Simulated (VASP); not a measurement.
# Pb (Fm-3m) in VASP: settings compared

Pb is run at these levels: PBE, r2SCAN; tasks: single point.

Everything below comes from runs of VASP 6.6.1. Logs are shortened: lines on timing, memory, paths and dates and some standing lists are left out, and cuts for length are marked.

## (1) The cell of the first run

The structure is cubic, space group Fm-3m (No. 225). Conventional cell: a = 4.950 Å, b = 4.950 Å, c = 4.950 Å, α = 90.00°, β = 90.00°, γ = 90.00°. Within 4.6 Å of Pb (site symmetry m-3m) lie 12 Pb at 3.50 Å.

## (2) Single point, PBE

File INCAR:

```
ALGO = Fast ; EDIFF = 1E-7
ENCUT = 520 ; GGA = PE
ISIF = 2 ; ISMEAR = 0
LASPH = True ; LCHARG = False
LREAL = False ; LWAVE = False
NBANDS = 13 ; NELM = 60
PREC = Accurate ; SIGMA = 0.05
```

File KPOINTS:

```
k-points
0
Gamma
  8 8 8
```

File POSCAR:

```
Pb
1.0
    0.0000000000      2.4750000000      2.4750000000
    2.4750000000      0.0000000000      2.4750000000
    2.4750000000      2.4750000000      0.0000000000
Pb
1
Direct
    0.0000000000      0.0000000000      0.0000000000
```

Potentials or basis: VASP PAW PBE potentials, release 64 (Pb_d).

Command:

```sh
$ cat potpaw_PBE.64/Pb_d/POTCAR > POTCAR
$ mpirun -np 1 vasp_std > vasp.out
```

OUTCAR:

```text
EDIFF = 1E-7
   ENCUT = 520
   GGA = PE
   ISIF = 2
   ISMEAR = 0
   LASPH = True
   LREAL = False
   NELM = 60
   PREC = Accurate

 ion  position               nearest neighbor table
   1  0.000  0.000  0.000-

  LATTYP: Found a face centered cubic cell.
 ALAT       =     4.9500000000

  Lattice vectors:

 A1 = (   0.0000000000,   2.4750000000,   2.4750000000)
 A2 = (   2.4750000000,   0.0000000000,   2.4750000000)
 A3 = (   2.4750000000,   2.4750000000,   0.0000000000)

Analysis of symmetry for initial positions (statically):
=====================================================================
 Subroutine PRICEL returns:
 Original cell was already a primitive cell.

 Routine SETGRP: Setting up the symmetry group for a
 face centered cubic supercell.

 Subroutine GETGRP returns: Found 48 space group operations
 (whereof 48 operations were pure point group operations)
 out of a pool of 48 trial point group operations.

The static configuration has the point symmetry O_h .

Analysis of symmetry for dynamics (positions and initial velocities):
=====================================================================
 Subroutine PRICEL returns:
 Original cell was already a primitive cell.

 Routine SETGRP: Setting up the symmetry group for a
 face centered cubic supercell.

 Subroutine GETGRP returns: Found 48 space group operations
 (whereof 48 operations were pure point group operations)
 out of a pool of 48 trial point group operations.

The dynamic configuration has the point symmetry O_h .

 Subroutine INISYM returns: Found 48 space group operations
 (whereof 48 operations are pure point group operations),
 and found     1 'primitive' translations

----------------------------------------------------------------------------------------

                                     Primitive cell

  volume of cell :      30.3218

  direct lattice vectors                    reciprocal lattice vectors
     0.000000000  2.475000000  2.475000000    -0.202020202  0.202020202  0.202020202
     2.475000000  0.000000000  2.475000000     0.202020202 -0.202020202  0.202020202
     2.475000000  2.475000000  0.000000000     0.202020202  0.202020202 -0.202020202

  length of vectors
     3.500178567  3.500178567  3.500178567     0.349909254  0.349909254  0.349909254

  position of ions in fractional coordinates (direct lattice)
     0.000000000  0.000000000  0.000000000

  ion indices of the primitive-cell ions
   primitive index   ion index
                 1           1

----------------------------------------------------------------------------------------

 KPOINTS: k-points

Automatic generation of k-mesh.
 Grid dimensions read from file:
 generate k-points for:    8    8    8

 Generating k-lattice:

  Cartesian coordinates                     Fractional coordinates (reciprocal lattice)
    -0.025252525  0.025252525  0.025252525     0.125000000  0.000000000  0.000000000
     0.025252525 -0.025252525  0.025252525     0.000000000  0.125000000  0.000000000
     0.025252525  0.025252525 -0.025252525     0.000000000  0.000000000  0.125000000

  Length of vectors
     0.043738657  0.043738657  0.043738657

  Shift w.r.t. Gamma in fractional coordinates (k-lattice)
     0.000000000  0.000000000  0.000000000

 Subroutine IBZKPT returns following result:
 ===========================================

 Found     29 irreducible k-points:

 Following reciprocal coordinates:
            Coordinates               Weight
  0.000000  0.000000  0.000000      1.000000
  0.125000  0.000000  0.000000      8.000000
  0.250000  0.000000  0.000000      8.000000
  0.375000  0.000000  0.000000      8.000000
  0.500000  0.000000  0.000000      4.000000
  0.125000  0.125000  0.000000      6.000000
[... 16 lines left out ...]
  0.500000  0.250000  0.125000     48.000000
 -0.375000  0.250000  0.125000     24.000000
 [... further k-points ...]
   k-points           NKPTS =     29   k-points in BZ     NKDIM =     29   number of bands    NBANDS=     13
   number of dos      NEDOS =    301   number of ions     NIONS =      1
   total plane-waves  NPLWV =  21952
   dimension x,y,z NGX =    28 NGY =   28 NGZ =   28
   dimension x,y,z NGXF=    56 NGYF=   56 NGZF=   56
   ions per type =               1
   NGX,Y,Z   is equivalent  to a cutoff of  13.30, 13.30, 13.30 a.u.
   NGXF,Y,Z  is equivalent  to a cutoff of  26.60, 26.60, 26.60 a.u.
 SYSTEM =  unknown system
   PREC   = accura    normal or accurate (medium, high low for compatibility)
   ISTART =      0    job   : 0-new  1-cont  2-samecut
   ICHARG =      2    charge: 1-file 2-atom 10-const
   ISPIN  =      1    spin polarized calculation?
   LNONCOLLINEAR =      F non collinear calculations
   LSORBIT =      F    spin-orbit coupling
   LASPH  =      T    aspherical Exc in radial PAW
   ENCUT  =  520.0 eV  38.22 Ry    6.18 a.u.   6.51  6.51  6.51*2*pi/ulx,y,z
   NELM   =     60;   NELMIN=  2; NELMDL= -5     # of ELM steps
   EDIFF  = 0.1E-06   stopping-criterion for ELM
   LREAL  =      F    real-space projection
   EDIFFG = 0.1E-05   stopping-criterion for IOM
   NSW    =      0    number of steps for IOM
   IBRION =     -1    ionic relax: 0-MD 1-quasi-New 2-CG
   NFREE  =      0    steps in history (QN), initial steepest desc. (CG)
   ISIF   =      2    stress and relaxation
   ISYM   =      2    0-nonsym 1-usesym 2-fastsym
   POTIM  = 0.5000    time-step for ionic-motion
   TEBEG  =    0.0;   TEEND  =   0.0 temperature during run
   PSTRESS=    0.0 pullay stress
   NELECT =      14.0000    total number of electrons
   NUPDOWN=      -1.0000    fix difference up-down
   EMIN   =  10.00;   EMAX   =-10.00  energy-range for DOS
   EFERMI =   0.00;   METHOD = LEGACY
   ISMEAR =     0;   SIGMA  =   0.05  broadening in eV -4-tet -1-fermi 0-gaus
   EFERMI_NEDOS =   21; number of points for ismear=-14 and -15
   IALGO  =     68    algorithm
   IMIX   =      4    mixing-type and parameters
     AMIX     =   0.40;   BMIX     =  1.00
     AMIX_MAG =   1.60;   BMIX_MAG =  1.00
  volume/ion in A,a.u.               =      30.32       204.62
  Fermi-wavevector in a.u.,A,eV,Ry     =   1.265316  2.391100 21.783259  1.601024
  Thomas-Fermi vector in A             =   2.398575
   LORBIT       =      0    0 simple, 1 ext, 2 COOP (PROOUT), +10 PAW based schemes
   GGA     = PE    functional components
   LHFCALC =     F    Hartree Fock is set to
   AEXX    =    0.0000 exact exchange contribution
   IVDW    =     0    specifies the selected vdW correction
   LEPSILON=     F    determine dielectric tensor
   LRPA    =     F    only Hartree local field effects (RPA)
 non-spin polarized calculation
 RMM-DIIS sequential band-by-band and
 Gauss-broadening in eV      SIGMA  =   0.05
  energy-cutoff  :      520.00
  volume of cell :       30.32
 maximum number of plane-waves:       869
 NGX is ok and might be reduce to    28
   NGX = 13   NGY = 13   NGZ = 13

 number of electron      13.9999999 magnetization

 Free energy of the ion-electron system (eV)
  ---------------------------------------------------
  ext. energy  EPLUGINS =         0.00000000
  ---------------------------------------------------
  free energy    TOTEN  =        -3.56688145 eV

  energy without entropy =       -3.56658615  energy(sigma->0) =       -3.56673380

 E-fermi :   7.1847     XC(G=0): -10.1832

 val. band max:        7.1234863830   @ k =   0.3750   0.2500   0.0000
 cond. band min:       7.3974574085   @ k =  -0.3750   0.2500   0.0000
 fundamental gap:      0.2739710255
 Fermi energy:         7.1847123629

 k-point     1 :       0.0000    0.0000    0.0000
  band No.  band energies     occupation
      1      -9.7831      2.00000
      2      -9.7831      2.00000
      3      -9.7831      2.00000
      4      -9.6433      2.00000
      5      -9.6433      2.00000
      6      -4.4697      2.00000
      7      14.7031      0.00000
      8      14.7031      0.00000
      9      14.7031      0.00000
     10      17.0464      0.00000
     11      18.6247      0.00000
     12      19.7691      0.00000
     13      19.7691      0.00000

 k-point     2 :       0.1250    0.0000    0.0000
  band No.  band energies     occupation
      1      -9.7840      2.00000
      2      -9.7632      2.00000
      3      -9.7632      2.00000
      4      -9.6426      2.00000
      5      -9.6426      2.00000
      6      -4.1687      2.00000
      7      11.9006      0.00000
      8      14.3550      0.00000
      9      14.3550      0.00000
     10      16.6006      0.00000
     11      19.7667      0.00000
     12      20.3836      0.00000
     13      20.3889      0.00000

 k-point     3 :       0.2500    0.0000    0.0000
  band No.  band energies     occupation
      1      -9.7913      2.00000
      2      -9.7475      2.00000
      3      -9.7475      2.00000
      4      -9.6077      2.00000
      5      -9.6077      2.00000
      6      -3.2709      2.00000
      7       8.0391      0.00000
      8      13.6658      0.00000
      9      13.6658      0.00000
     10      16.2622      0.00000
     11      18.7821      0.00000
     12      19.6369      0.00000
     13      19.6369      0.00000
[... 305 lines left out ...]
 k-point    23 :       0.5000    0.2500    0.1250
  band No.  band energies     occupation
      1      -9.7957      2.00000
      2      -9.7602      2.00000
      3      -9.6760      2.00000
      4      -9.5970      2.00000
      5      -9.5320      2.00000
      6      -1.1757      2.00000
      7       5.4393      2.00000
      8       8.7970      0.00000
      9      11.1217      0.00000
     10      16.1490      0.00000
     11      18.4284      0.00000
     12      19.8012      0.00000
     13      22.5603      0.00000

 k-point    24 :      -0.3750    0.2500    0.1250
  band No.  band energies     occupation
      1      -9.7863      2.00000
      2      -9.7667      2.00000
      3      -9.6610      2.00000
      4      -9.6022      2.00000
      5      -9.5156      2.00000
      6      -0.2593      2.00000
      7       3.9979      2.00000
      8       8.6896      0.00000
      9      10.5684      0.00000
     10      16.0472      0.00000
     11      18.2513      0.00000
     12      22.4468      0.00000
     13      22.9148      0.00000

 [... further k-points ...]

------------------------ aborting loop because EDIFF is reached ----------------------------------------

  FORCE on cell =-STRESS in cart. coord.  units (eV):
  Direction    XX          YY          ZZ          XY          YZ          ZX
  --------------------------------------------------------------------------------------
  -------------------------------------------------------------------------------------
  Total        0.4874995      0.4874995      0.4874995     -0.0000000      0.0000000     -0.0000000
  in kB       25.7590106     25.7590106     25.7590106     -0.0000000      0.0000000     -0.0000000
  external PRESSURE =      25.7590106 kB  Pullay stress =       0.0000000 kB

 VOLUME and BASIS-vectors are now :
 -----------------------------------------------------------------------------
  energy-cutoff  :      520.00
  volume of cell :       30.32
      direct lattice vectors                 reciprocal lattice vectors
     0.000000000  2.475000000  2.475000000    -0.202020202  0.202020202  0.202020202
     2.475000000  0.000000000  2.475000000     0.202020202 -0.202020202  0.202020202
     2.475000000  2.475000000  0.000000000     0.202020202  0.202020202 -0.202020202

 POSITION                                       TOTAL-FORCE (eV/Angst)
 -----------------------------------------------------------------------------------
      0.00000      0.00000      0.00000        -0.000000      0.000000     -0.000000
 -----------------------------------------------------------------------------------
    total drift:                               -0.000000     -0.000000     -0.000000

  FREE ENERGIE OF THE ION-ELECTRON SYSTEM (eV)
  ---------------------------------------------------
  free  energy   TOTEN  =        -3.5668814535 eV

  energy  without entropy=       -3.5665861495  energy(sigma->0) =       -3.56673380
```

Wall time 30 s (1 thread of Intel Xeon 8259CL, shared host); peak memory 0.16 GiB.

Results:

* Free energy: -3.5669 eV
* Pressure: 2.6 GPa
* Band gap on the k mesh: zero (bands 7 and 8 overlap by 8.79 eV)

Levels at points of the mesh, in eV from the Fermi level:
```csv
k point,band 3,band 4,band 5,band 6,band 7,band 8,band 9,band 10,band 11,band 12
"(0.00, 0.00, 0.00)",-16.97,-16.83,-16.83,-11.65,7.52,7.52,7.52,9.86,11.44,12.58
"(0.50, 0.00, 0.00)",-16.96,-16.69,-16.69,-8.03,-4.11,5.68,5.68,9.34,9.57,11.30
"(0.50, 0.50, 0.00)",-16.70,-16.66,-16.66,-6.62,-3.17,2.15,2.15,5.48,6.75,18.36
```

Caveat: spin-orbit coupling is left out, which moves the levels of the heavy elements.

## (3) Single point, PBE (30.85 Å³/atom)

This run uses another cell than the first one, of 30.85 Å³/atom.

File INCAR:

```
SYSTEM = Pb
  ALGO = Normal
  EDIFF = 1E-6
  ENCUT = 520
  GGA = PE
  ISIF = 2
  ISMEAR = 0
  LASPH = .TRUE.
  LCHARG = .FALSE.
  LREAL = .FALSE.
  LWAVE = .FALSE.
  NBANDS = 13
  NELM = 60
  PREC = Accurate
  SIGMA = 0.05
```

File KPOINTS:

```
k-points
0
G
  8 8 8
  0 0 0
```

File POSCAR:

```
Pb
1.0
    0.0000000000      2.4894189081      2.4894189081
    2.4894189081      0.0000000000      2.4894189081
    2.4894189081      2.4894189081      0.0000000000
Pb
1
Direct
    0.0000000000      0.0000000000      0.0000000000
```

Potentials or basis: VASP PAW PBE potentials, release 64 (Pb_d).

Command:

```sh
$ cat potpaw_PBE.64/Pb_d/POTCAR > POTCAR
$ mpirun -np 1 vasp_std > vasp.out
```

Run time: 18 s. Hardware: 1 thread of Intel Xeon 8259CL, shared host; peak memory 0.16 GiB.

Results (log left out):

```yaml
Free_energy: -3.5742 eV
Pressure: 1.7 GPa
Band_gap_on_the_k_mesh: zero (bands 7 and 8 overlap by 8.62 eV)
```

Levels at points of the mesh, in eV from the Fermi level:
| k point | band 3 | band 4 | band 5 | band 6 | band 7 | band 8 | band 9 | band 10 | band 11 | band 12 |
| --- | --- | --- | --- | --- | --- | --- | --- | --- | --- | --- |
| (0.00, 0.00, 0.00) | -16.93 | -16.80 | -16.80 | -11.51 | 7.41 | 7.41 | 7.41 | 9.88 | 11.24 | 12.48 |
| (0.50, 0.00, 0.00) | -16.92 | -16.67 | -16.67 | -7.99 | -3.99 | 5.61 | 5.61 | 9.35 | 9.44 | 11.23 |
| (0.50, 0.50, 0.00) | -16.68 | -16.64 | -16.64 | -6.62 | -3.08 | 2.16 | 2.16 | 5.45 | 6.72 | 18.29 |

Caveat: spin-orbit coupling is left out, which moves the levels of the heavy elements.

## (4) Single point, PBE (32.05 Å³/atom)

This run uses another cell than the first one, of 32.05 Å³/atom.

File INCAR:

```
PREC = Accurate
ENCUT = 520
EDIFF = 1E-6
ISMEAR = 0
SIGMA = 0.05
LREAL = F
LASPH = T
NELM = 100
ALGO = Normal
ISIF = 2
LWAVE = F
LCHARG = T
GGA = PE
LELF = T
LVHAR = T
NBANDS = 13
```

File KPOINTS:

```
Automatic mesh
0
Gamma
  8 8 8
```

File POSCAR:

```
Pb
1.0
    0.0000000000      2.5212142557      2.5212142557
    2.5212142557      0.0000000000      2.5212142557
    2.5212142557      2.5212142557      0.0000000000
Pb
1
Direct
    0.0000000000      0.0000000000      0.0000000000
```

Command:

```sh
$ cat potpaw_PBE.64/Pb_d/POTCAR > POTCAR
$ mpirun -np 1 vasp_std > vasp.out
```

Wall time 20 s (1 thread of Intel Xeon 8259CL, shared host); peak memory 0.16 GiB.

The run converged. Its results:

| Property | Result |
| --- | --- |
| Free energy | -3.5805 eV |
| Pressure | -0.1 GPa |
| Band gap on the k mesh | zero (bands 7 and 8 overlap by 8.25 eV) |

Levels at points of the mesh, in eV from the Fermi level:
```tsv
k point	band 3	band 4	band 5	band 6	band 7	band 8	band 9	band 10	band 11	band 12
(0.00, 0.00, 0.00)	-16.85	-16.74	-16.74	-11.21	7.17	7.17	7.17	9.90	10.82	12.27
(0.50, 0.00, 0.00)	-16.84	-16.62	-16.62	-7.90	-3.76	5.46	5.46	9.17	9.38	11.06
(0.50, 0.50, 0.00)	-16.63	-16.59	-16.59	-6.62	-2.87	2.17	2.17	5.40	6.66	18.13
```

Caveat: spin-orbit coupling is left out, which moves the levels of the heavy elements.

## (5) Single point, r2SCAN (31.14 Å³/atom)

This run uses another cell than the first one, of 31.14 Å³/atom.

File POSCAR:

```
Pb
1.0
    0.0000000000      2.4971628562      2.4971628562
    2.4971628562      0.0000000000      2.4971628562
    2.4971628562      2.4971628562      0.0000000000
Pb
1
Direct
    0.0000000000      0.0000000000      0.0000000000
```

File INCAR.step1:

```
ALGO = Normal ; EDIFF = 1E-4
ENCUT = 520 ; GGA = PE
ISMEAR = 0 ; LASPH = True
LCHARG = False ; LREAL = False
LWAVE = True ; NBANDS = 13
NELM = 80 ; PREC = Accurate
SIGMA = 0.05
```

File INCAR.step2:

```
ALGO = Normal ; EDIFF = 1E-6
ENCUT = 520 ; ISIF = 2
ISMEAR = 0 ; ISTART = 1
LASPH = True ; LCHARG = True
LELF = True ; LMIXTAU = True
LREAL = False ; LVHAR = True
LWAVE = False ; METAGGA = R2SCAN
NBANDS = 13 ; NELM = 80
PREC = Accurate ; SIGMA = 0.05
```

File KPOINTS:

```
k-points
0
Gamma
  14 14 14
```

Command:

```sh
$ cat potpaw_PBE.64/Pb_d/POTCAR > POTCAR
$ cp INCAR.step1 INCAR
$ mpirun -np 1 vasp_std > vasp.out
$ cp INCAR.step2 INCAR
$ mpirun -np 1 vasp_std > vasp.out
```

Wall time 4.1 min (1 thread of Intel Xeon 8259CL, shared host); peak memory 0.19 GiB.

It converged, with:

- Free energy: -56.2832 eV
- Pressure: 0.0 GPa
- Band gap on the k mesh: zero (bands 7 and 8 overlap by 9.05 eV)

Levels at points of the mesh, in eV from the Fermi level:
```tsv
k point	band 3	band 4	band 5	band 6	band 7	band 8	band 9	band 10	band 11	band 12
(0.00, 0.00, 0.00)	-17.74	-17.61	-17.61	-12.15	7.48	7.48	7.48	10.36	11.90	12.87
(0.50, 0.00, 0.00)	-17.73	-17.47	-17.47	-8.49	-4.28	5.61	5.61	9.78	9.90	11.60
(0.50, 0.50, 0.00)	-17.48	-17.44	-17.44	-7.05	-3.39	2.06	2.06	5.80	6.90	19.11
```

Caveat: the PAW data sets were made with another functional, which shifts forces and pressure a little; spin-orbit coupling is left out, which moves the levels of the heavy elements.

## (6) Summary

```csv
level,cell,k mesh,gap on the mesh (eV),pressure (GPa)
PBE,"a = 3.500 Å, angles 60.0°, 1 atom",8 × 8 × 8,none,2.6
PBE,"a = 3.521 Å, angles 60.0°, 1 atom",8 × 8 × 8,none,1.7
PBE,"a = 3.566 Å, angles 60.0°, 1 atom",8 × 8 × 8,none,-0.1
r2SCAN,"a = 3.532 Å, angles 60.0°, 1 atom",14 × 14 × 14,none,0.0
```

Alike in all rows: task single point; potentials or basis VASP PAW PBE potentials, release 64 (Pb_d); no spin polarisation; cutoff (eV) 520; smearing gaussian 0.05 eV.

Caveats: spin-orbit coupling is left out, which moves the levels of the heavy elements; the PAW data sets were made with another functional, which shifts forces and pressure a little (at least some runs).

Absolute energies hang on the potentials; compare differences alone.
